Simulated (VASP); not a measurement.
Here is a VASP 6.6.1 calculation.

File INCAR:

```
SYSTEM = Ga
PREC     = Accurate       ! precision mode
ENCUT    = 520            ! plane-wave cutoff, eV
EDIFF    = 1E-6           ! SCF threshold, eV
ISMEAR   = -1             ! smearing method
SIGMA    = 0.1            ! smearing width, eV
LREAL    = .FALSE.        ! projectors in reciprocal space
LASPH    = .TRUE.         ! aspherical terms in the spheres
NELM     = 100            ! most SCF steps
ALGO     = Normal         ! electronic algorithm
ISIF     = 2              ! what is computed and relaxed
LWAVE    = .FALSE.        ! write WAVECAR
LCHARG   = .FALSE.        ! write CHGCAR
GGA      = PS             ! functional
NBANDS   = 20             ! bands
```

KPOINTS

```
regular mesh
0
G
  15 15 8
  0 0 0
```

Contents of POSCAR:

```
Ga
1.0
    2.7980279080      0.0000000000      0.0000000000
   -1.3990139540      2.4231632489      0.0000000000
    0.0000000000      0.0000000000      4.7302392020
Ga
2
Direct
    0.3333333333      0.6666666667      0.2500000000
    0.6666666667      0.3333333333      0.7500000000
```

Potentials or basis: VASP PAW PBE potentials, release 64 (Ga_d).

Launch:

```sh
$ cat potpaw_PBE.64/Ga_d/POTCAR > POTCAR
$ mpirun -np 1 vasp_std > vasp.out
```

Question: Predict the band gap on the k mesh.

Answer: Zero (band 13 reaches 11.59 eV, above the bottom of band 14 at 3.56 eV).

Question: Estimate the pressure.

Answer: 8.1 GPa.

Caveat: the PAW data sets were made with another functional, which shifts forces and pressure a little.
